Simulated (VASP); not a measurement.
# MoS2 (P-3m1) in VASP: notebook

Runs on MoS2. Level: PBEsol. Tasks: single point.

All numbers are computed with VASP 6.6.1; they aren't measurements. Logs are shortened: lines on timing, memory, paths and dates and some standing lists are left out, and cuts for length are marked.

**1. The cell of the first run**

Symmetry: P-3m1, No. 164, trigonal system. Conventional cell: a = 3.227 Å, b = 3.227 Å, c = 6.312 Å, α = 90.00°, β = 90.00°, γ = 120.00°. Mo (site symmetry -3m) has 6 S at 2.42 Å within 3.2 Å. Within 3.2 Å of S (site symmetry 3m) lie 3 Mo at 2.42 Å.

**2. Single point, PBEsol**

Contents of INCAR:

```
SYSTEM = MoS2
ALGO     = Normal         ! electronic algorithm
EDIFF    = 1E-6           ! SCF threshold, eV
ENCUT    = 520            ! plane-wave cutoff, eV
GGA      = PS             ! functional
ISIF     = 2              ! what is computed and relaxed
ISMEAR   = 0              ! smearing method
LASPH    = .True.         ! aspherical terms in the spheres
LCHARG   = .False.        ! write CHGCAR
LREAL    = .False.        ! projectors in reciprocal space
LWAVE    = .False.        ! write WAVECAR
NBANDS   = 20             ! bands
NELM     = 100            ! most SCF steps
PREC     = Accurate       ! precision mode
SIGMA    = 0.25           ! smearing width, eV
```

Contents of KPOINTS:

```
k-points
0
Gamma
  11 11 5
  0 0 0
```

Contents of POSCAR:

```
MoS2
1.0
    3.2274650000      0.0000000000      0.0000000000
   -1.6137320000      2.7950660000      0.0000000000
    0.0000000000      0.0000000000      6.3124730000
Mo S
1 2
Direct
    0.0000000000      0.0000000000      0.5000000000
    0.3333333333      0.6666666667      0.2553190000
    0.6666666667      0.3333333333      0.7446810000
```

Potentials or basis: VASP PAW PBE potentials, release 64 (Mo_sv, S).

Started as:

```bash
$ cat potpaw_PBE.64/Mo_sv/POTCAR potpaw_PBE.64/S/POTCAR > POTCAR
$ mpirun -np 1 vasp_std > vasp.out
```

OUTCAR:

```text
SYSTEM = MoS2
   EDIFF = 1E-6
   ENCUT = 520
   GGA = PS
   ISIF = 2
   ISMEAR = 0
   LASPH = .True.
   LREAL = .False.
   NELM = 100
   PREC = Accurate

 ion  position               nearest neighbor table
   1  0.000  0.000  0.500-   2 2.42   3 2.42   3 2.42   2 2.42   3 2.42   2 2.42
   2  0.333  0.667  0.255-   1 2.42   1 2.42   1 2.42
   3  0.667  0.333  0.745-   1 2.42   1 2.42   1 2.42

  LATTYP: Found a hexagonal cell.
 ALAT       =     3.2274650000
 C/A-ratio  =     1.9558610241

  Lattice vectors:

 A1 = (   3.2274650000,   0.0000000000,   0.0000000000)
 A2 = (  -1.6137320000,   2.7950660000,   0.0000000000)
 A3 = (   0.0000000000,   0.0000000000,   6.3124730000)

Analysis of symmetry for initial positions (statically):
=====================================================================
 Subroutine PRICEL returns:
 Original cell was already a primitive cell.

 Routine SETGRP: Setting up the symmetry group for a
 hexagonal supercell.

 Subroutine GETGRP returns: Found 12 space group operations
 (whereof 12 operations were pure point group operations)
 out of a pool of 24 trial point group operations.

The static configuration has the point symmetry D_3d.

Analysis of symmetry for dynamics (positions and initial velocities):
=====================================================================
 Subroutine PRICEL returns:
 Original cell was already a primitive cell.

 Routine SETGRP: Setting up the symmetry group for a
 hexagonal supercell.

 Subroutine GETGRP returns: Found 12 space group operations
 (whereof 12 operations were pure point group operations)
 out of a pool of 24 trial point group operations.

The dynamic configuration has the point symmetry D_3d.

 Subroutine INISYM returns: Found 12 space group operations
 (whereof 12 operations are pure point group operations),
 and found     1 'primitive' translations

----------------------------------------------------------------------------------------

                                     Primitive cell

  volume of cell :      56.9447

  direct lattice vectors                    reciprocal lattice vectors
     3.227465000  0.000000000  0.000000000     0.309840695  0.178886597  0.000000000
    -1.613732000  2.795066000  0.000000000     0.000000000  0.357773305  0.000000000
     0.000000000  0.000000000  6.312473000     0.000000000  0.000000000  0.158416519

  length of vectors
     3.227465000  3.227464161  6.312473000     0.357773212  0.357773305  0.158416519

  position of ions in fractional coordinates (direct lattice)
     0.000000000  0.000000000  0.500000000
     0.333333333  0.666666667  0.255319000
     0.666666667  0.333333333  0.744681000

  ion indices of the primitive-cell ions
   primitive index   ion index
                 1           1
                 2           2
                 3           3

----------------------------------------------------------------------------------------

 KPOINTS: k-points

Automatic generation of k-mesh.
 Grid dimensions read from file:
 generate k-points for:   11   11    5

 Generating k-lattice:

  Cartesian coordinates                     Fractional coordinates (reciprocal lattice)
     0.028167336  0.016262418  0.000000000     0.090909091 -0.000000000  0.000000000
     0.000000000  0.032524846  0.000000000     0.000000000  0.090909091  0.000000000
     0.000000000  0.000000000  0.031683304     0.000000000  0.000000000  0.200000000

  Length of vectors
     0.032524837  0.032524846  0.031683304

  Shift w.r.t. Gamma in fractional coordinates (k-lattice)
     0.000000000  0.000000000  0.000000000

 Subroutine IBZKPT returns following result:
 ===========================================

 Found     68 irreducible k-points:

 Following reciprocal coordinates:
            Coordinates               Weight
  0.000000  0.000000  0.000000      1.000000
  0.090909 -0.000000  0.000000      6.000000
  0.181818 -0.000000  0.000000      6.000000
  0.272727 -0.000000  0.000000      6.000000
  0.363636  0.000000  0.000000      6.000000
  0.454545 -0.000000  0.000000      6.000000
[... 16 lines left out ...]
  0.000000  0.272727  0.200000      6.000000
  0.363636  0.000000  0.200000      6.000000
 [... further k-points ...]
   k-points           NKPTS =     68   k-points in BZ     NKDIM =     68   number of bands    NBANDS=     20
   number of dos      NEDOS =    301   number of ions     NIONS =      3
   total plane-waves  NPLWV =  27648
   dimension x,y,z NGX =    24 NGY =   24 NGZ =   48
   dimension x,y,z NGXF=    48 NGYF=   48 NGZF=   96
   ions per type =               1   2
   NGX,Y,Z   is equivalent  to a cutoff of  12.36, 12.36, 12.64 a.u.
   NGXF,Y,Z  is equivalent  to a cutoff of  24.72, 24.72, 25.28 a.u.
 SYSTEM =  MoS2
   PREC   = accura    normal or accurate (medium, high low for compatibility)
   ISTART =      0    job   : 0-new  1-cont  2-samecut
   ICHARG =      2    charge: 1-file 2-atom 10-const
   ISPIN  =      1    spin polarized calculation?
   LNONCOLLINEAR =      F non collinear calculations
   LSORBIT =      F    spin-orbit coupling
   LASPH  =      T    aspherical Exc in radial PAW
   ENCUT  =  520.0 eV  38.22 Ry    6.18 a.u.   6.00  6.00 11.74*2*pi/ulx,y,z
   NELM   =    100;   NELMIN=  2; NELMDL= -5     # of ELM steps
   EDIFF  = 0.1E-05   stopping-criterion for ELM
   LREAL  =      F    real-space projection
   EDIFFG = 0.1E-04   stopping-criterion for IOM
   NSW    =      0    number of steps for IOM
   IBRION =     -1    ionic relax: 0-MD 1-quasi-New 2-CG
   NFREE  =      0    steps in history (QN), initial steepest desc. (CG)
   ISIF   =      2    stress and relaxation
   ISYM   =      2    0-nonsym 1-usesym 2-fastsym
   POTIM  = 0.5000    time-step for ionic-motion
   TEBEG  =    0.0;   TEEND  =   0.0 temperature during run
   PSTRESS=    0.0 pullay stress
   NELECT =      26.0000    total number of electrons
   NUPDOWN=      -1.0000    fix difference up-down
   EMIN   =  10.00;   EMAX   =-10.00  energy-range for DOS
   EFERMI =   0.00;   METHOD = LEGACY
   ISMEAR =     0;   SIGMA  =   0.25  broadening in eV -4-tet -1-fermi 0-gaus
   EFERMI_NEDOS =   21; number of points for ismear=-14 and -15
   IALGO  =     38    algorithm
   IMIX   =      4    mixing-type and parameters
     AMIX     =   0.40;   BMIX     =  1.00
     AMIX_MAG =   1.60;   BMIX_MAG =  1.00
  volume/ion in A,a.u.               =      18.98       128.09
  Fermi-wavevector in a.u.,A,eV,Ry     =   1.260612  2.382212 21.621611  1.589144
  Thomas-Fermi vector in A             =   2.394113
   LORBIT       =      0    0 simple, 1 ext, 2 COOP (PROOUT), +10 PAW based schemes
   GGA     = PS    functional components
   LHFCALC =     F    Hartree Fock is set to
   AEXX    =    0.0000 exact exchange contribution
   IVDW    =     0    specifies the selected vdW correction
   LEPSILON=     F    determine dielectric tensor
   LRPA    =     F    only Hartree local field effects (RPA)
 non-spin polarized calculation
 Gauss-broadening in eV      SIGMA  =   0.25
  energy-cutoff  :      520.00
  volume of cell :       56.94
 maximum number of plane-waves:      1557
   NGX = 13   NGY = 13   NGZ = 23

 number of electron      26.0000001 magnetization

 Free energy of the ion-electron system (eV)
  ---------------------------------------------------
  ext. energy  EPLUGINS =         0.00000000
  ---------------------------------------------------
  free energy    TOTEN  =       -22.58541783 eV

  energy without entropy =      -22.54382167  energy(sigma->0) =      -22.56461975

 E-fermi :   6.8355     XC(G=0): -10.6249

 val. band max:        6.8194607692   @ k =   0.3636   0.2727   0.4000
 cond. band min:       6.8486577819   @ k =   0.2727   0.2727   0.4000
 fundamental gap:      0.0291970127
 Fermi energy:         6.8355058926

 k-point     1 :       0.0000    0.0000    0.0000
  band No.  band energies     occupation
      1     -54.8565      2.00000
      2     -28.9224      2.00000
      3     -28.8882      2.00000
      4     -28.8882      2.00000
      5      -7.9858      2.00000
      6      -6.5224      2.00000
[... 12 lines left out ...]
     19      12.9040      0.00000
     20      16.3854      0.00000

 k-point     2 :       0.0909   -0.0000    0.0000
  band No.  band energies     occupation
      1     -54.8540      2.00000
      2     -28.9174      2.00000
      3     -28.9147      2.00000
      4     -28.8943      2.00000
      5      -7.8603      2.00000
      6      -6.4958      2.00000
[... 12 lines left out ...]
     19      13.4656      0.00000
     20      15.9913      0.00000

 k-point     3 :       0.1818   -0.0000    0.0000
  band No.  band energies     occupation
      1     -54.8473      2.00000
      2     -28.9857      2.00000
      3     -28.9106      2.00000
      4     -28.9032      2.00000
      5      -7.5061      2.00000
      6      -6.4213      2.00000
[... 12 lines left out ...]
     19      14.4073      0.00000
     20      15.7385      0.00000

 k-point     4 :       0.2727   -0.0000    0.0000
  band No.  band energies     occupation
      1     -54.8384      2.00000
      2     -29.0773      2.00000
      3     -28.9319      2.00000
      4     -28.8848      2.00000
      5      -7.0008      2.00000
      6      -6.3038      2.00000
[... 12 lines left out ...]
     19      14.2017      0.00000
     20      14.8457      0.00000

 k-point     5 :       0.3636    0.0000    0.0000
  band No.  band energies     occupation
      1     -54.8303      2.00000
      2     -29.1602      2.00000
      3     -28.9513      2.00000
      4     -28.8678      2.00000
      5      -6.5530      2.00000
      6      -6.0829      2.00000
[... 12 lines left out ...]
     19      13.6585      0.00000
     20      14.6363      0.00000

 k-point     6 :       0.4545   -0.0000    0.0000
  band No.  band energies     occupation
      1     -54.8254      2.00000
      2     -29.2090      2.00000
      3     -28.9628      2.00000
      4     -28.8577      2.00000
      5      -6.3925      2.00000
      6      -5.7709      2.00000
[... 12 lines left out ...]
     19      13.5992      0.00000
     20      14.9095      0.00000

 k-point     7 :       0.0909    0.0909    0.0000
  band No.  band energies     occupation
      1     -54.8494      2.00000
      2     -28.9619      2.00000
      3     -28.9090      2.00000
      4     -28.9057      2.00000
      5      -7.6199      2.00000
      6      -6.4456      2.00000
[... 12 lines left out ...]
     19      14.3945      0.00000
     20      15.7466      0.00000
[... 277 lines left out ...]
 k-point    20 :       0.1818   -0.0000    0.2000
  band No.  band energies     occupation
      1     -54.8473      2.00000
      2     -28.9857      2.00000
      3     -28.9106      2.00000
      4     -28.9032      2.00000
      5      -7.4602      2.00000
      6      -6.4879      2.00000
[... 12 lines left out ...]
     19      14.3460      0.00000
     20      15.2694      0.00000

 k-point    21 :       0.0000    0.1818    0.2000
  band No.  band energies     occupation
      1     -54.8473      2.00000
      2     -28.9857      2.00000
      3     -28.9106      2.00000
      4     -28.9032      2.00000
      5      -7.4474      2.00000
      6      -6.5085      2.00000
[... 12 lines left out ...]
     19      14.6721      0.00000
     20      16.0953      0.00000

 k-point    22 :       0.2727   -0.0000    0.2000
  band No.  band energies     occupation
      1     -54.8384      2.00000
      2     -29.0773      2.00000
      3     -28.9319      2.00000
      4     -28.8848      2.00000
      5      -6.9870      2.00000
      6      -6.3169      2.00000
[... 12 lines left out ...]
     19      13.7880      0.00000
     20      15.6607      0.00000

 k-point    23 :       0.0000    0.2727    0.2000
  band No.  band energies     occupation
      1     -54.8384      2.00000
      2     -29.0773      2.00000
      3     -28.9319      2.00000
      4     -28.8848      2.00000
      5      -6.9283      2.00000
      6      -6.3965      2.00000
[... 12 lines left out ...]
     19      14.5812      0.00000
     20      14.9480      0.00000

 k-point    24 :       0.3636    0.0000    0.2000
  band No.  band energies     occupation
      1     -54.8303      2.00000
      2     -29.1602      2.00000
      3     -28.9513      2.00000
      4     -28.8678      2.00000
      5      -6.6008      2.00000
      6      -6.0173      2.00000
[... 12 lines left out ...]
     19      13.2568      0.00000
     20      15.9114      0.00000

 [... further k-points ...]
[... 5 lines left out ...]
  --------------------------------------------------------------------------------------
  -------------------------------------------------------------------------------------
  Total       -1.5954480     -1.5954472     -0.3099188     -0.0000003      0.0000000     -0.0000000
  in kB      -44.8890159    -44.8889941     -8.7197757     -0.0000080      0.0000000     -0.0000000
  external PRESSURE =     -32.8325952 kB  Pullay stress =       0.0000000 kB

 VOLUME and BASIS-vectors are now :
 -----------------------------------------------------------------------------
  energy-cutoff  :      520.00
  volume of cell :       56.94
      direct lattice vectors                 reciprocal lattice vectors
     3.227465000  0.000000000  0.000000000     0.309840695  0.178886597  0.000000000
    -1.613732000  2.795066000  0.000000000     0.000000000  0.357773305  0.000000000
     0.000000000  0.000000000  6.312473000     0.000000000  0.000000000  0.158416519

 POSITION                                       TOTAL-FORCE (eV/Angst)
 -----------------------------------------------------------------------------------
      0.00000      0.00000      3.15624        -0.000000      0.000000      0.000000
      0.00000      1.86338      1.61169        -0.000000      0.000000     -0.019324
      1.61373      0.93169      4.70078         0.000000     -0.000000      0.019324
 -----------------------------------------------------------------------------------
    total drift:                                0.000000      0.000000      0.000000

  FREE ENERGIE OF THE ION-ELECTRON SYSTEM (eV)
  ---------------------------------------------------
  free  energy   TOTEN  =       -22.5854178279 eV

  energy  without entropy=      -22.5438216673  energy(sigma->0) =      -22.56461975
```

It took 45 s on 1 thread of AMD EPYC 7R43 (Zen 3), shared host; peak memory 0.18 GiB.

Results:

| Item | Value |
| --- | --- |
| Free energy | -22.5854 eV |
| Pressure | -3.3 GPa |
| Largest force | 0.019 eV/Å |
| Band gap on the k mesh | zero (band 13 reaches 7.16 eV, above the bottom of band 14 at 6.47 eV) |

Forces on the atoms (eV/Å):
```
Mo   0.000  0.000  0.000
S    0.000  0.000 -0.019
S    0.000  0.000  0.019
```

Caveat: the PAW data sets were made with another functional, which shifts forces and pressure a little; this functional lacks dispersion, which binds the layers, so the pressure and a relaxed spacing across them are unreliable.

**3. Single point, PBEsol**

Contents of INCAR:

```
SYSTEM = MoS2
PREC = Accurate
ENCUT = 520
EDIFF = 1E-6
ISMEAR = 0
SIGMA = 0.15
LREAL = .False.
LASPH = .True.
NELM = 100
ALGO = Normal
ISIF = 2
LWAVE = .False.
LCHARG = .True.
GGA = PS
LELF = .True.
LVHAR = .True.
NBANDS = 20
```

Contents of KPOINTS:

```
Automatic mesh
0
Gamma
  11 11 5
  0 0 0
```

POSCAR is that of step 2.

Potentials or basis: VASP PAW PBE potentials, release 64 (Mo_sv, S).

Started as:

```bash
$ cat potpaw_PBE.64/Mo_sv/POTCAR potpaw_PBE.64/S/POTCAR > POTCAR
$ mpirun -np 1 vasp_std > vasp.out
```

Run time: 54 s. Hardware: 1 thread of AMD EPYC 7R43 (Zen 3), shared host; peak memory 0.18 GiB.

It converged, with:

* Free energy: -22.5716 eV
* Pressure: -3.3 GPa
* Largest force: 0.018 eV/Å
* Band gap on the k mesh: zero (band 13 reaches 7.16 eV, above the bottom of band 14 at 6.47 eV)

Forces in eV/Å, atoms in the order of the input:
```
Mo   0.000  0.000  0.000
S    0.000  0.000 -0.018
S    0.000  0.000  0.018
```

Stress tensor (GPa, compression positive):
```
-4.55  0.00  0.00
 0.00 -4.55  0.00
 0.00  0.00 -0.90
```

Levels at points of the mesh, in eV from the Fermi level:
```tsv
k point	band 10	band 11	band 12	band 13	band 14	band 15	band 16	band 17
(0.00, 0.00, 0.00)	-1.87	-1.13	-1.00	-1.00	-0.34	-0.34	3.17	3.17
```

Caveat: the PAW data sets were made with another functional, which shifts forces and pressure a little; this functional lacks dispersion, which binds the layers, so the pressure and a relaxed spacing across them are unreliable.
